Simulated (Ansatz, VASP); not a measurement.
Given: the input of a run of Ansatz 0.2.0 on Na.

Contents of input.yaml:

```yaml
crystal:
  lattice:
    - [-2.1829910528, 2.1829910528, 2.1829910528]
    - [2.1829910528, -2.1829910528, 2.1829910528]
    - [2.1829910528, 2.1829910528, -2.1829910528]
  atoms:
    - { symbol: Na, position: [0.0, 0.0, 0.0], spin: 0.5 }
kpoints:
  mp_grid: { grid: [9, 9, 9] }
scf:
  occupations: { method: fermi_dirac, width: 0.05 }
hamiltonian:
  xc: { exchange: b88, correlation: pbe }
  pseudopotentials: { kind: all_electron, lapw: { basis_error: 0.002 } }
magnetization:
  spin_polarized: true
output:
  forces: true
  stress: true
  eigenvalues: true
```

Potentials or basis: all-electron LAPW, scalar-relativistic.

The run is started by

```bash
$ ansatz run input.yaml --threads 1 --pin off --max-ram 2560MiB --backend cpu --events-out ev --progress --plain --runs-dir out
```

Problem. Set up the same calculation for VASP 6.6.1. Potentials there: VASP PAW PBE potentials, release 64 (Na_pv).

Solution. As run (the cutoff follows the program's own potentials):

The input INCAR:

```
SYSTEM = Na
PREC = Accurate
ENCUT = 500
EDIFF = 1E-6
ISMEAR = -1
SIGMA = 0.05
LREAL = .False.
LASPH = .True.
NELM = 200
ALGO = Normal
ISIF = 2
LWAVE = .False.
LCHARG = .False.
ISPIN = 2
MAGMOM = 0.5
LORBIT = 11
GGA = LIBXC
LIBXC1 = GGA_X_B88
LIBXC2 = GGA_C_PBE
NBANDS = 14
GGA_COMPAT = .False.
```

File KPOINTS:

```
Automatic mesh
0
Gamma
  9 9 9
  0 0 0
```

Contents of POSCAR:

```
Na
1.0
   -2.1829910528      2.1829910528      2.1829910528
    2.1829910528     -2.1829910528      2.1829910528
    2.1829910528      2.1829910528     -2.1829910528
Na
1
Direct
    0.0000000000      0.0000000000      0.0000000000
```

Potentials or basis: VASP PAW PBE potentials, release 64 (Na_pv).

Command:

```console
$ cat potpaw_PBE.64/Na_pv/POTCAR > POTCAR
$ mpirun -np 1 vasp_std > vasp.out
```

Both were run:

|  | VASP | Ansatz | Ansatz less VASP |
| --- | --- | --- | --- |
| gap on the k mesh at the Fermi level (eV) | none | none | - |
| pressure (GPa) | -0.5 | -0.5 | +0.02 |
| net moment per atom (μB) | 0.00 | 0.00 | 0.000 |

VASP's potentials were made for PBE, not for b88 exchange, pbe correlation. A gap of «none» marks a metal or a gap that the smearing closes. Ansatz ran all-electron here, and VASP with PAW potentials.
